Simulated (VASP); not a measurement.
# EuS (Fm-3m) in VASP: relaxation of cell and atoms with PBE+U

Aim: the relaxation of cell and atoms of EuS with PBE+U.

Program: VASP 6.6.1. These are calculated values, not measurements. Logs are shortened: lines on timing, memory, paths and dates and some standing lists are left out, and cuts for length are marked.

## (1) The cell of the first run

It takes space group Fm-3m (No. 225, cubic). Conventional cell: a = 5.957 Å, b = 5.957 Å, c = 5.957 Å, α = 90.00°, β = 90.00°, γ = 90.00°. Eu (site symmetry m-3m) has 6 S at 2.98 Å within 3.9 Å. S (site symmetry m-3m) has 6 Eu at 2.98 Å within 3.9 Å.

## (2) Relaxation of cell and atoms, PBE+U, collinear spin, ferromagnetic start

Contents of INCAR:

```
PREC = Accurate
ENCUT = 600
EDIFF = 1E-7
ISMEAR = -1
SIGMA = 0.05
LREAL = False
LASPH = True
NELM = 200
ALGO = Normal
ISIF = 3
LWAVE = False
LCHARG = False
ISPIN = 2
MAGMOM = 7 0
LORBIT = 11
LMAXMIX = 6
LDAU = True
LDAUTYPE = 2
LDAUL = 3 -1
LDAUU = 4 0
LDAUJ = 0 0
LDAUPRINT = 1
GGA = PE
IBRION = 2
NSW = 60
EDIFFG = -0.01
GGA_COMPAT = False
NELMIN = 4
```

Contents of KPOINTS:

```
regular mesh
0
Gamma
  8 8 8
```

Contents of POSCAR:

```
EuS
1.0
    0.0000000000      2.9785000000      2.9785000000
    2.9785000000      0.0000000000      2.9785000000
    2.9785000000      2.9785000000      0.0000000000
Eu S
1 1
Direct
    0.0000000000      0.0000000000      0.0000000000
    0.5000000000      0.5000000000      0.5000000000
```

Potentials or basis: VASP PAW PBE potentials, release 64 (Eu, S).

Command:

```
cat potpaw_PBE.64/Eu/POTCAR potpaw_PBE.64/S/POTCAR > POTCAR
mpirun -np 1 vasp_std > vasp.out
```

OUTCAR:

```text
PREC = Accurate
   ENCUT = 600
   EDIFF = 1E-7
   ISMEAR = -1
   LREAL = False
   LASPH = True
   NELM = 200
   ISIF = 3
   ISPIN = 2
   LORBIT = 11
   GGA = PE
   IBRION = 2
   NSW = 60
   EDIFFG = -0.01
   NELMIN = 4

 ion  position               nearest neighbor table
   1  0.000  0.000  0.000-   2 2.98   2 2.98   2 2.98   2 2.98   2 2.98   2 2.98
   2  0.500  0.500  0.500-   1 2.98   1 2.98   1 2.98   1 2.98   1 2.98   1 2.98

  LATTYP: Found a face centered cubic cell.
 ALAT       =     5.9570000000

  Lattice vectors:

 A1 = (   0.0000000000,   2.9785000000,   2.9785000000)
 A2 = (   2.9785000000,   0.0000000000,   2.9785000000)
 A3 = (   2.9785000000,   2.9785000000,   0.0000000000)

Analysis of symmetry for initial positions (statically):
=====================================================================
 Subroutine PRICEL returns:
 Original cell was already a primitive cell.

 Routine SETGRP: Setting up the symmetry group for a
 face centered cubic supercell.

 Subroutine GETGRP returns: Found 48 space group operations
 (whereof 48 operations were pure point group operations)
 out of a pool of 48 trial point group operations.

The static configuration has the point symmetry O_h .

Analysis of symmetry for dynamics (positions and initial velocities):
=====================================================================
 Subroutine PRICEL returns:
 Original cell was already a primitive cell.

 Routine SETGRP: Setting up the symmetry group for a
 face centered cubic supercell.

 Subroutine GETGRP returns: Found 48 space group operations
 (whereof 48 operations were pure point group operations)
 out of a pool of 48 trial point group operations.

The dynamic configuration has the point symmetry O_h .

Analysis of structural, dynamic, and magnetic symmetry:
=====================================================================
 Subroutine PRICEL returns:
 Original cell was already a primitive cell.

 Routine SETGRP: Setting up the symmetry group for a
 face centered cubic supercell.

 Subroutine GETGRP returns: Found 48 space group operations
 (whereof 48 operations were pure point group operations)
 out of a pool of 48 trial point group operations.

The overall configuration has the point symmetry O_h .

 Subroutine INISYM returns: Found 48 space group operations
 (whereof 48 operations are pure point group operations),
 and found     1 'primitive' translations

----------------------------------------------------------------------------------------

                                     Primitive cell

  volume of cell :      52.8473

  direct lattice vectors                    reciprocal lattice vectors
[... 165 lines left out ...]
 -----------------------------------------------------------------------------------
    total drift:                                0.000000      0.000000      0.000000

  FREE ENERGIE OF THE ION-ELECTRON SYSTEM (eV)
  ---------------------------------------------------
  free  energy   TOTEN  =       -19.3402989591 eV

  energy  without entropy=      -19.3386669771  energy(sigma->0) =      -19.33948297

atom =   1  type =  1  l = 3

 onsite density matrix

spin component  1

  0.9683 -0.0000 -0.0028  0.0000 -0.0000 -0.0000 -0.0000
 -0.0000  0.9706 -0.0000  0.0000 -0.0000  0.0000 -0.0000
 -0.0028 -0.0000  0.9698 -0.0000 -0.0000 -0.0000  0.0000
  0.0000  0.0000 -0.0000  0.9661  0.0000  0.0000  0.0000
 -0.0000 -0.0000 -0.0000  0.0000  0.9698 -0.0000  0.0028
 -0.0000  0.0000 -0.0000  0.0000 -0.0000  0.9719 -0.0000
 -0.0000 -0.0000  0.0000  0.0000  0.0028 -0.0000  0.9683

spin component  2

  0.0021  0.0000  0.0010  0.0000  0.0000  0.0000  0.0000
  0.0000  0.0000  0.0000  0.0000 -0.0000  0.0000 -0.0000
  0.0010  0.0000  0.0016 -0.0000 -0.0000 -0.0000  0.0000
  0.0000  0.0000 -0.0000  0.0028 -0.0000  0.0000 -0.0000
  0.0000 -0.0000 -0.0000 -0.0000  0.0016  0.0000 -0.0010
  0.0000  0.0000 -0.0000  0.0000  0.0000  0.0008  0.0000
  0.0000 -0.0000  0.0000 -0.0000 -0.0010  0.0000  0.0021

 occupancies and eigenvectors

  o =  0.0000  v =  0.0000  0.0000  0.0000  0.0000  0.0000  0.0000  0.0000 -0.0000  1.0000 -0.0000  0.0000  0.0000  0.0000  0.0000      0.0000  0.0000  0.0000  0.0000  0.0000  0.0000  0.0000  0.0000  0.0000  0.0000  0.0000  0.0000  0.0000  0.0000
  o =  0.0008  v =  0.0000  0.0000  0.0000  0.0000  0.0000  0.0000  0.0000  0.6124  0.0000 -0.7906 -0.0000 -0.0016 -0.0007 -0.0013      0.0000  0.0000  0.0000  0.0000  0.0000  0.0000  0.0000  0.0000  0.0000  0.0000  0.0000  0.0000  0.0000  0.0000
  o =  0.0008  v =  0.0000  0.0000  0.0000  0.0000  0.0000  0.0000  0.0000  0.0013 -0.0000 -0.0016  0.0000  0.7906 -0.0001  0.6124      0.0000  0.0000  0.0000  0.0000  0.0000  0.0000  0.0000  0.0000  0.0000  0.0000  0.0000  0.0000  0.0000  0.0000
  o =  0.0008  v =  0.0000  0.0000  0.0000  0.0000  0.0000  0.0000  0.0000 -0.0005 -0.0000  0.0006  0.0000 -0.0001 -1.0000 -0.0001      0.0000  0.0000  0.0000  0.0000  0.0000  0.0000  0.0000  0.0000  0.0000  0.0000  0.0000  0.0000  0.0000  0.0000
  o =  0.0028  v =  0.0000  0.0000  0.0000  0.0000  0.0000  0.0000  0.0000 -0.7906 -0.0000 -0.6124  0.0002 -0.0014  0.0000  0.0018      0.0000  0.0000  0.0000  0.0000  0.0000  0.0000  0.0000  0.0000  0.0000  0.0000  0.0000  0.0000  0.0000  0.0000
  o =  0.0028  v =  0.0000  0.0000  0.0000  0.0000  0.0000  0.0000  0.0000  0.0018 -0.0000  0.0014 -0.0010 -0.6124  0.0000  0.7906      0.0000  0.0000  0.0000  0.0000  0.0000  0.0000  0.0000  0.0000  0.0000  0.0000  0.0000  0.0000  0.0000  0.0000
  o =  0.0028  v =  0.0000  0.0000  0.0000  0.0000  0.0000  0.0000  0.0000 -0.0001  0.0000 -0.0001 -1.0000  0.0006 -0.0000 -0.0008      0.0000  0.0000  0.0000  0.0000  0.0000  0.0000  0.0000  0.0000  0.0000  0.0000  0.0000  0.0000  0.0000  0.0000
  o =  0.9661  v = -0.0004 -0.0000 -0.0003 -0.9998 -0.0127  0.0000  0.0164  0.0000  0.0000  0.0000  0.0000  0.0000  0.0000  0.0000      0.0000  0.0000  0.0000  0.0000  0.0000  0.0000  0.0000  0.0000  0.0000  0.0000  0.0000  0.0000  0.0000  0.0000
  o =  0.9661  v = -0.0001 -0.0000 -0.0001  0.0207 -0.6122  0.0000  0.7904  0.0000  0.0000  0.0000  0.0000  0.0000  0.0000  0.0000      0.0000  0.0000  0.0000  0.0000  0.0000  0.0000  0.0000  0.0000  0.0000  0.0000  0.0000  0.0000  0.0000  0.0000
  o =  0.9661  v = -0.7906 -0.0000 -0.6124  0.0004  0.0001 -0.0000 -0.0001  0.0000  0.0000  0.0000  0.0000  0.0000  0.0000  0.0000      0.0000  0.0000  0.0000  0.0000  0.0000  0.0000  0.0000  0.0000  0.0000  0.0000  0.0000  0.0000  0.0000  0.0000
  o =  0.9706  v = -0.0000  1.0000  0.0000 -0.0000  0.0000 -0.0000  0.0000  0.0000  0.0000  0.0000  0.0000  0.0000  0.0000  0.0000      0.0000  0.0000  0.0000  0.0000  0.0000  0.0000  0.0000  0.0000  0.0000  0.0000  0.0000  0.0000  0.0000  0.0000
  o =  0.9719  v =  0.0034  0.0000 -0.0044  0.0000 -0.0246  0.9995 -0.0190  0.0000  0.0000  0.0000  0.0000  0.0000  0.0000  0.0000      0.0000  0.0000  0.0000  0.0000  0.0000  0.0000  0.0000  0.0000  0.0000  0.0000  0.0000  0.0000  0.0000  0.0000
  o =  0.9719  v =  0.6122  0.0000 -0.7904 -0.0000  0.0172 -0.0048  0.0134  0.0000  0.0000  0.0000  0.0000  0.0000  0.0000  0.0000      0.0000  0.0000  0.0000  0.0000  0.0000  0.0000  0.0000  0.0000  0.0000  0.0000  0.0000  0.0000  0.0000  0.0000
  o =  0.9719  v = -0.0133 -0.0000  0.0171 -0.0000  0.7900  0.0312  0.6119  0.0000  0.0000  0.0000  0.0000  0.0000  0.0000  0.0000      0.0000  0.0000  0.0000  0.0000  0.0000  0.0000  0.0000  0.0000  0.0000  0.0000  0.0000  0.0000  0.0000  0.0000

--------------------------------------- Ionic step        2  -------------------------------------------

 number of electron      22.9999997 magnetization       6.9999979

 Free energy of the ion-electron system (eV)
  ---------------------------------------------------
  ext. energy  EPLUGINS =         0.00000000
  ---------------------------------------------------
  free energy    TOTEN  =       -19.34031022 eV

  energy without entropy =      -19.33870135  energy(sigma->0) =      -19.33950579

 E-fermi :   3.7223     XC(G=0):  -9.5673

 val. band max:        3.6951254184   @ k =   0.0000   0.0000   0.0000
 cond. band min:       3.8422994758   @ k =   0.3750   0.3750   0.0000
 fundamental gap:      0.1471740574
 Fermi energy:         3.7223057930

 spin component 1

 k-point     1 :       0.0000    0.0000    0.0000
  band No.  band energies     occupation
      1     -36.6093      1.00000
      2     -15.4501      1.00000
      3     -15.4501      1.00000
      4     -15.4501      1.00000
      5      -9.1723      1.00000
      6       1.3897      1.00000
[... 1049 lines left out ...]
     18      11.8227      0.00000
     19      11.8516      0.00000

 [... further k-points ...]
[... 5 lines left out ...]
  --------------------------------------------------------------------------------------
  -------------------------------------------------------------------------------------
  Total       -0.0128640     -0.0128640     -0.0128640      0.0000000      0.0000000     -0.0000000
  in kB       -0.3893377     -0.3893377     -0.3893377      0.0000000      0.0000000     -0.0000000
  external PRESSURE =      -0.3893377 kB  Pullay stress =       0.0000000 kB

 VOLUME and BASIS-vectors are now :
 -----------------------------------------------------------------------------
  energy-cutoff  :      600.00
  volume of cell :       52.94
      direct lattice vectors                 reciprocal lattice vectors
    -0.000000000  2.980182792  2.980182792    -0.167774944  0.167774944  0.167774944
     2.980182792 -0.000000000  2.980182792     0.167774944 -0.167774944  0.167774944
     2.980182792  2.980182792 -0.000000000     0.167774944  0.167774944 -0.167774944

 POSITION                                       TOTAL-FORCE (eV/Angst)
 -----------------------------------------------------------------------------------
      5.96037      2.98018      2.98018         0.000000      0.000000     -0.000000
      2.98018      2.98018      2.98018        -0.000000     -0.000000      0.000000
 -----------------------------------------------------------------------------------
    total drift:                                0.000000      0.000000      0.000000

  FREE ENERGIE OF THE ION-ELECTRON SYSTEM (eV)
  ---------------------------------------------------
  free  energy   TOTEN  =       -19.3403102219 eV

  energy  without entropy=      -19.3387013514  energy(sigma->0) =      -19.33950579

 reached required accuracy - stopping structural energy minimisation

 total charge

# of ion       s       p       d       f       tot
--------------------------------------------------
    1        2.029   5.781   0.256   6.788  14.853
    2        1.317   2.445   0.000   0.000   3.761
--------------------------------------------------
tot          3.345   8.226   0.256   6.788  18.614

 magnetization (x)

# of ion       s       p       d       f       tot
--------------------------------------------------
    1       -0.016  -0.117   0.055   6.767   6.691
    2       -0.006  -0.060   0.000   0.000  -0.066
--------------------------------------------------
tot         -0.022  -0.177   0.055   6.767   6.624
```

Wall time 94 s (1 thread of Intel Xeon 6975P-C (Granite Rapids), shared host); peak memory 0.29 GiB.

What came out:

| Item | Value |
| --- | --- |
| Free energy | -19.3403 eV |
| Relaxed volume | 26.47 Å³/atom |
| Relaxed cell | a = 4.215 Å, b = 4.215 Å, c = 4.215 Å, α = 60.00°, β = 60.00°, γ = 60.00° |
| Space group after relaxing (to 0.1 Å) | Fm-3m (No. 225) |
| Energy gained by relaxing | 0.0 meV/atom |
| Ionic steps | 2 |
| Pressure after relaxing | 0.0 GPa |
| Band gap on the k mesh | zero (filled and empty bands overlap) |
| Net moment | 7.00 μB per cell |
| Site moments | Eu +6.69; S -0.07 μB |
| Valence electrons inside the program's atomic spheres | Eu 14.85; S 3.76 |

Final structure:
```xyz
2
Lattice="0.0000 2.9802 2.9802 2.9802 0.0000 2.9802 2.9802 2.9802 0.0000" Properties=species:S:1:pos:R:3 pbc="T T T"
Eu    5.9604    2.9802    2.9802
S     2.9802    2.9802    2.9802
```

Levels at points of the mesh, in eV from the Fermi level:
Spin up:
```tsv
k point	band 13	band 14	band 15	band 16	band 17	band 18
(0.00, 0.00, 0.00)	-0.03	-0.03	-0.03	1.48	1.80	1.80
(0.50, 0.00, 0.00)	-0.50	-0.47	-0.47	3.57	3.96	4.43
(0.50, 0.50, 0.00)	-0.49	-0.24	-0.24	-0.13	3.83	3.91
```
Spin down:
```
           k point  band 5  band 6  band 7  band 8  band 9  band 10  band 11  band 12
(0.00, 0.00, 0.00)  -12.90   -2.01   -2.01   -2.01    1.98     2.48     2.48     2.48
(0.50, 0.00, 0.00)  -11.89   -4.57   -3.17   -3.17    3.71     4.68     5.43     5.43
(0.50, 0.50, 0.00)  -12.57   -3.17   -2.37   -2.37    0.44     4.54     4.69     6.22
```

Eigenvalues of the final occupation matrices:
```
    site  spin  trace                         eigenvalues
site 1 f     1   6.78  0.97 0.97 0.97 0.97 0.97 0.97 0.97
site 1 f     2   0.01  0.00 0.00 0.00 0.00 0.00 0.00 0.00
```

Caveat: spin-orbit coupling is left out, which moves the levels of the heavy elements; a cell with one magnetic atom can't hold antiferromagnetic order, which such compounds often take.

The gap in the log of VASP goes by the Fermi energy; the results here count the filled bands.